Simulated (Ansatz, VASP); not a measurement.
# CdS: VASP beside Ansatz

```
Cd S
1.0
     3.89844    0.00000    0.00000
     0.00000    5.51149    0.00000
     0.00000    0.00000    3.89810
Cd S
2 2
Direct
  0.50000 0.50000 0.24303
  0.00000 0.00000 0.75697
  0.50000 0.00000 0.25516
  0.00000 0.50000 0.74484
```

Alike in both runs: task single point; functional BLYP; k mesh 6 × 4 × 6; occupations fermi-dirac, width 0.1 eV; no spin polarisation.

```csv
,VASP,Ansatz
version,VASP 6.6.1,Ansatz 0.2.0
potentials or method,"VASP PAW PBE potentials, release 64 (Cd, S)","plane waves, PAW"
plane-wave cutoff (eV),520,420
valence electrons in the cell,36,52
```

```csv
,VASP,Ansatz,Ansatz less VASP
pressure (GPa),4.3,3.8,-0.45
```

VASP's potentials were made for PBE, not for BLYP. The functional is the same, so the differences come from potentials, cutoffs and numerics. VASP's potentials hold 36 valence electrons a cell and Ansatz's 52, so a difference there can come from the potentials and not from the codes.
